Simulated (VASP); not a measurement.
Here is a VASP 6.6.1 calculation.

The input POSCAR:

```
Li2O
1.0
    0.0000000000      2.2863690203      2.2863690203
    2.2863690203      0.0000000000      2.2863690203
    2.2863690203      2.2863690203      0.0000000000
Li O
2 1
Direct
    0.2500000000      0.2500000000      0.2500000000
    0.7500000000      0.7500000000      0.7500000000
    0.0000000000      0.0000000000      0.0000000000
```

Contents of INCAR.step1:

```
SYSTEM = Li2O
ALGO = Normal ; EDIFF = 1E-8
ENCUT = 500 ; GGA = PE
ISMEAR = 0 ; LASPH = .True.
LCHARG = .False. ; LREAL = .False.
LWAVE = .True. ; NELM = 80
PREC = Accurate ; SIGMA = 0.01
```

Contents of INCAR.step2:

```
SYSTEM = Li2O
ALGO = Exact ; EDIFF = 1E-8
ENCUT = 500 ; GGA = PE
ISMEAR = 0 ; ISTART = 1
LASPH = .True. ; LCHARG = .False.
LOPTICS = .True. ; LREAL = .False.
LWAVE = .True. ; NBANDS = 44
NELM = 1 ; PREC = Accurate
SIGMA = 0.01
```

INCAR.step3

```
SYSTEM = Li2O
ALGO = EVGW0 ; EDIFF = 1E-8
ENCUT = 500 ; ENCUTGW = 60.0
GGA = PE ; ISMEAR = 0
ISTART = 1 ; LASPH = .True.
LCHARG = .False. ; LREAL = .False.
LWAVE = .False. ; NBANDS = 44
NBANDSGW = 12 ; NELMGW = 1
NOMEGA = 48 ; PREC = Accurate
PRECFOCK = Fast ; SIGMA = 0.01
```

File KPOINTS:

```
k-points
0
Gamma
  4 4 4
  0 0 0
```

Potentials or basis: VASP PAW PBE potentials, release 64 (Li_GW, O_GW).

Launch:

```console
$ cat potpaw_PBE.64/Li_GW/POTCAR potpaw_PBE.64/O_GW/POTCAR > POTCAR
$ cp INCAR.step1 INCAR
$ mpirun -np 1 vasp_std > vasp.out
$ cp INCAR.step2 INCAR
$ mpirun -np 1 vasp_std > vasp.out
$ cp INCAR.step3 INCAR
$ mpirun -np 1 vasp_std > vasp.out
```

Problem. Predict the quasiparticle gap.

Solution. 7.09 eV.

Problem. What does it give for the least direct quasiparticle gap?

Solution. 7.60 eV.

Problem. Predict the band gap on the k mesh, mean-field level.

Solution. 5.04 eV, indirect (least direct gap 5.50 eV).

Caveat: the k points lie up to 0.59 Å⁻¹ apart; bands, screening cutoff and mesh are small and nothing is extrapolated, so the quasiparticle values aren't converged. A k mesh can miss the band edges.
